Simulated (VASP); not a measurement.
# Cr: single point with LDA

Crystal: Cr.

```
CELL_PARAMETERS angstrom
2.66799 0.00000 0.00000
-1.33400 2.31055 0.00000
0.00000 0.00000 4.33524
ATOMIC_POSITIONS crystal
Cr 0.33333 0.66667 0.25000
Cr 0.66667 0.33333 0.75000
```

This cell differs from its parent crystal: volume scaled by 0.95.

| Item | Value |
| --- | --- |
| Program | VASP 6.6.1 |
| Task | single point |
| Functional | LDA |
| Potentials or basis | VASP PAW LDA potentials, release 64 (Cr_pv) |
| Cutoff | 520 eV |
| k mesh | 12 × 12 × 7 |
| Occupations | fermi-dirac, width 0.03 eV |
| Spin | collinear spin, ferromagnetic start |
| Starting moments | [3.0, 3.0] μB |

```yaml
Pressure: -33.9 GPa
Net_moment: 0.60 μB per cell
Site_moments: Cr +0.28 μB
Valence_electrons_inside_the_program's_atomic_spheres: Cr 10.81
```

Stress tensor (GPa, compression positive):
```
-36.79   0.00   0.00
  0.00 -36.79   0.00
  0.00   0.00 -28.09
```

Levels at points of the mesh, in eV from the Fermi level:
Spin up:
```
           k point  band 9  band 10  band 11  band 12  band 13  band 14  band 15  band 16
(0.00, 0.00, 0.00)   -0.43    -0.43    -0.43    -0.03    -0.03     0.45     0.45     0.68
(0.50, 0.00, 0.00)   -2.81    -0.95    -0.59    -0.47     0.01     1.99     2.10     2.17
```
Spin down:
| k point | band 9 | band 10 | band 11 | band 12 | band 13 | band 14 | band 15 | band 16 |
| --- | --- | --- | --- | --- | --- | --- | --- | --- |
| (0.00, 0.00, 0.00) | -0.23 | -0.22 | -0.22 | 0.19 | 0.19 | 0.70 | 0.70 | 0.80 |
| (0.50, 0.00, 0.00) | -2.62 | -0.81 | -0.36 | -0.25 | 0.21 | 2.23 | 2.36 | 2.41 |

It took 72 s on 1 thread of Intel(R) Xeon(R) Platinum 8488C (Sapphire Rapids), on a shared host, peak memory 0.17 GiB.
